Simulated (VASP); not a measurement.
# Al2Cu (Immm) in VASP: further runs, part 2 of 2

VASP 6.6.1. Earlier steps stand in the parts before.

## (3) Single point, PBE (atoms displaced along a vibrational mode, the cell strained)

Input file INCAR:

```
SYSTEM = Al2Cu
  ALGO = Fast
  EDIFF = 1E-6
  ENCUT = 520
  GGA = PE
  ISIF = 2
  ISMEAR = 0
  LASPH = .True.
  LCHARG = .False.
  LREAL = .False.
  LWAVE = .False.
  NBANDS = 16
  NELM = 100
  PREC = Accurate
  SIGMA = 0.15
```

Input file KPOINTS:

```
k-points
0
Gamma
  14 14 14
  0 0 0
```

Input file POSCAR:

```
Al2Cu
1.0
   -2.0446004822      2.0446004822      2.8240317323
    2.0446004822     -2.0446004822      2.8240317323
    2.0446004822      2.0446004822     -2.8240317323
Al Cu
2 1
Direct
    0.7396244084      0.2396244084      0.5000000000
    0.2603755916      0.7603755916      0.5000000000
    0.5000000000      0.5000000000      0.0000000000
```

Potentials or basis: VASP PAW PBE potentials, release 64 (Al, Cu).

Command:

```console
$ cat potpaw_PBE.64/Al/POTCAR potpaw_PBE.64/Cu/POTCAR > POTCAR
$ mpirun -np 1 vasp_std > vasp.out
```

OUTCAR:

```text
SYSTEM = Al2Cu
   EDIFF = 1E-6
   ENCUT = 520
   GGA = PE
   ISIF = 2
   ISMEAR = 0
   LASPH = .True.
   LREAL = .False.
   NELM = 100
   PREC = Accurate

 ion  position               nearest neighbor table
   1  0.740  0.240  0.500-   3 2.45   3 2.45   3 2.52   3 2.52   2 2.71   2 2.89   2 2.89   2 2.89
                             2 2.89   2 2.94
   2  0.260  0.760  0.500-   3 2.45   3 2.45   3 2.52   3 2.52   1 2.71   1 2.89   1 2.89   1 2.89
                             1 2.89   1 2.94
   3  0.500  0.500  0.000-   2 2.45   1 2.45   1 2.45   2 2.45   1 2.52   2 2.52   2 2.52   1 2.52

  LATTYP: Found a body centered tetragonal cell.
 ALAT       =     4.0892009644
 C/A-ratio  =     1.3812144509

  Lattice vectors:

 A1 = (  -2.0446004822,   2.0446004822,   2.8240317323)
 A2 = (   2.0446004822,  -2.0446004822,   2.8240317323)
 A3 = (   2.0446004822,   2.0446004822,  -2.8240317323)

Analysis of symmetry for initial positions (statically):
=====================================================================
 Subroutine PRICEL returns:
 Original cell was already a primitive cell.

 Routine SETGRP: Setting up the symmetry group for a
 body centered tetragonal supercell.

 Subroutine GETGRP returns: Found  8 space group operations
 (whereof  8 operations were pure point group operations)
 out of a pool of 16 trial point group operations.

The static configuration has the point symmetry D_2h.

Analysis of symmetry for dynamics (positions and initial velocities):
=====================================================================
 Subroutine PRICEL returns:
 Original cell was already a primitive cell.

 Routine SETGRP: Setting up the symmetry group for a
 body centered tetragonal supercell.

 Subroutine GETGRP returns: Found  8 space group operations
 (whereof  8 operations were pure point group operations)
 out of a pool of 16 trial point group operations.

The dynamic configuration has the point symmetry D_2h.

 Subroutine INISYM returns: Found  8 space group operations
 (whereof  8 operations are pure point group operations),
 and found     1 'primitive' translations

----------------------------------------------------------------------------------------

                                     Primitive cell

  volume of cell :      47.2222

  direct lattice vectors                    reciprocal lattice vectors
    -2.044600482  2.044600482  2.824031732     0.000000000  0.244546553  0.177051835
     2.044600482 -2.044600482  2.824031732     0.244546553  0.000000000  0.177051835
     2.044600482  2.044600482 -2.824031732     0.244546553  0.244546553  0.000000000

  length of vectors
     4.041774052  4.041774052  4.041774052     0.301911194  0.301911194  0.345841052

  position of ions in fractional coordinates (direct lattice)
     0.739624408  0.239624408  0.500000000
     0.260375592  0.760375592  0.500000000
     0.500000000  0.500000000  0.000000000

  ion indices of the primitive-cell ions
   primitive index   ion index
                 1           1
                 2           2
                 3           3

[... 22 lines left out ...]
 ===========================================

 Found    428 irreducible k-points:

 Following reciprocal coordinates:
            Coordinates               Weight
  0.000000  0.000000  0.000000      1.000000
  0.071429  0.000000  0.000000      4.000000
  0.000000  0.071429  0.000000      4.000000
  0.142857  0.000000 -0.000000      4.000000
  0.000000  0.142857 -0.000000      4.000000
  0.214286  0.000000  0.000000      4.000000
[... 16 lines left out ...]
  0.357143  0.071429  0.000000      8.000000
  0.000000  0.428571 -0.071429      8.000000
 [... further k-points ...]
   k-points           NKPTS =    428   k-points in BZ     NKDIM =    428   number of bands    NBANDS=     16
   number of dos      NEDOS =    301   number of ions     NIONS =      3
   total plane-waves  NPLWV =  27000
   dimension x,y,z NGX =    30 NGY =   30 NGZ =   30
   dimension x,y,z NGXF=    60 NGYF=   60 NGZF=   60
   ions per type =               2   1
   NGX,Y,Z   is equivalent  to a cutoff of  12.34, 12.34, 12.34 a.u.
   NGXF,Y,Z  is equivalent  to a cutoff of  24.68, 24.68, 24.68 a.u.
 SYSTEM =  Al2Cu
   PREC   = accura    normal or accurate (medium, high low for compatibility)
   ISTART =      0    job   : 0-new  1-cont  2-samecut
   ICHARG =      2    charge: 1-file 2-atom 10-const
   ISPIN  =      1    spin polarized calculation?
   LNONCOLLINEAR =      F non collinear calculations
   LSORBIT =      F    spin-orbit coupling
   LASPH  =      T    aspherical Exc in radial PAW
   ENCUT  =  520.0 eV  38.22 Ry    6.18 a.u.   7.52  7.52  7.52*2*pi/ulx,y,z
   NELM   =    100;   NELMIN=  2; NELMDL= -5     # of ELM steps
   EDIFF  = 0.1E-05   stopping-criterion for ELM
   LREAL  =      F    real-space projection
   EDIFFG = 0.1E-04   stopping-criterion for IOM
   NSW    =      0    number of steps for IOM
   IBRION =     -1    ionic relax: 0-MD 1-quasi-New 2-CG
   NFREE  =      0    steps in history (QN), initial steepest desc. (CG)
   ISIF   =      2    stress and relaxation
   ISYM   =      2    0-nonsym 1-usesym 2-fastsym
   POTIM  = 0.5000    time-step for ionic-motion
   TEBEG  =    0.0;   TEEND  =   0.0 temperature during run
   PSTRESS=    0.0 pullay stress
   NELECT =      17.0000    total number of electrons
   NUPDOWN=      -1.0000    fix difference up-down
   EMIN   =  10.00;   EMAX   =-10.00  energy-range for DOS
   EFERMI =   0.00;   METHOD = LEGACY
   ISMEAR =     0;   SIGMA  =   0.15  broadening in eV -4-tet -1-fermi 0-gaus
   EFERMI_NEDOS =   21; number of points for ismear=-14 and -15
   IALGO  =     68    algorithm
   IMIX   =      4    mixing-type and parameters
     AMIX     =   0.40;   BMIX     =  1.00
     AMIX_MAG =   1.60;   BMIX_MAG =  1.00
  volume/ion in A,a.u.               =      15.74       106.22
  Fermi-wavevector in a.u.,A,eV,Ry     =   1.164597  2.200769 18.453392  1.356286
  Thomas-Fermi vector in A             =   2.301133
   LORBIT       =      0    0 simple, 1 ext, 2 COOP (PROOUT), +10 PAW based schemes
   GGA     = PE    functional components
   LHFCALC =     F    Hartree Fock is set to
   AEXX    =    0.0000 exact exchange contribution
   IVDW    =     0    specifies the selected vdW correction
   LEPSILON=     F    determine dielectric tensor
   LRPA    =     F    only Hartree local field effects (RPA)
 non-spin polarized calculation
 RMM-DIIS sequential band-by-band and
 Gauss-broadening in eV      SIGMA  =   0.15
  energy-cutoff  :      520.00
  volume of cell :       47.22
 maximum number of plane-waves:      1293
   NGX = 15   NGY = 15   NGZ = 15

 number of electron      17.0000006 magnetization

 Free energy of the ion-electron system (eV)
  ---------------------------------------------------
  ext. energy  EPLUGINS =         0.00000000
  ---------------------------------------------------
  free energy    TOTEN  =       -11.70481075 eV

  energy without entropy =      -11.69483134  energy(sigma->0) =      -11.69982104

 E-fermi :   7.1304     XC(G=0): -10.5018

 val. band max:        7.1285811046   @ k =   0.2857   0.1429   0.0714
 cond. band min:       7.1327591937   @ k =  -0.2143  -0.2857   0.2857
 fundamental gap:      0.0041780892
 Fermi energy:         7.1303712067

 k-point     1 :       0.0000    0.0000    0.0000
  band No.  band energies     occupation
      1      -3.1378      2.00000
      2       2.5144      2.00000
      3       2.5180      2.00000
      4       2.5898      2.00000
      5       3.0808      2.00000
      6       3.1284      2.00000
[... 433 lines left out ...]
      3       2.6853      2.00000
      4       2.7352      2.00000
      5       3.0876      2.00000
      6       3.1644      2.00000
[... 8 lines left out ...]
     15      15.4964      0.00000
     16      17.6568      0.00000

 [... further k-points ...]

------------------------ aborting loop because EDIFF is reached ----------------------------------------

  FORCE on cell =-STRESS in cart. coord.  units (eV):
  Direction    XX          YY          ZZ          XY          YZ          ZX
  --------------------------------------------------------------------------------------
  -------------------------------------------------------------------------------------
  Total        1.1558169     -0.0286680      1.4726125      0.0000000      0.0000000      0.0000000
  in kB       39.2150841     -0.9726593     49.9634681      0.0000000      0.0000000      0.0000000
  external PRESSURE =      29.4019643 kB  Pullay stress =       0.0000000 kB

 VOLUME and BASIS-vectors are now :
 -----------------------------------------------------------------------------
  energy-cutoff  :      520.00
  volume of cell :       47.22
      direct lattice vectors                 reciprocal lattice vectors
    -2.044600482  2.044600482  2.824031732     0.000000000  0.244546553  0.177051835
     2.044600482 -2.044600482  2.824031732     0.244546553  0.000000000  0.177051835
     2.044600482  2.044600482 -2.824031732     0.244546553  0.244546553  0.000000000

 POSITION                                       TOTAL-FORCE (eV/Angst)
 -----------------------------------------------------------------------------------
      0.00000      2.04460      1.35341        -0.000000     -0.000000      0.556507
      2.04460      0.00000      1.47062         0.000000      0.000000     -0.556507
      0.00000      0.00000      2.82403        -0.000000     -0.000000     -0.000000
 -----------------------------------------------------------------------------------
    total drift:                                0.000000     -0.000000      0.000000

  FREE ENERGIE OF THE ION-ELECTRON SYSTEM (eV)
  ---------------------------------------------------
  free  energy   TOTEN  =       -11.7048107470 eV

  energy  without entropy=      -11.6948313390  energy(sigma->0) =      -11.69982104
```

stdout:

```text
POSCAR found type information on POSCAR AlCu
 POSCAR found :  2 types and       3 ions
 scaLAPACK will be used
 LDA part: xc-table for (Slater+PW92), standard interpolation
 POSCAR, INCAR and KPOINTS ok, starting setup
 FFT: planning ... GRIDC
 FFT: planning ... GRID_SOFT
 FFT: planning ... GRID
 WAVECAR not read
 entering main loop
```

It took 9.7 min on 1 thread of Intel Xeon 8259CL, shared host; peak memory 0.42 GiB.

What came out:

```yaml
Free_energy: -11.7048 eV
Pressure: 2.9 GPa
Largest_force: 0.557 eV/Å
Band_gap_on_the_k_mesh: zero (an odd number of electrons rules out a gap without spin polarisation)
```

Forces on the atoms (eV/Å):
```
Al   0.000  0.000  0.557
Al   0.000  0.000 -0.557
Cu   0.000  0.000  0.000
```

Caveat: the cell differs from its parent crystal (atoms displaced along a vibrational mode, the cell strained); the stress differs along the axes, from -0 to 5 GPa.
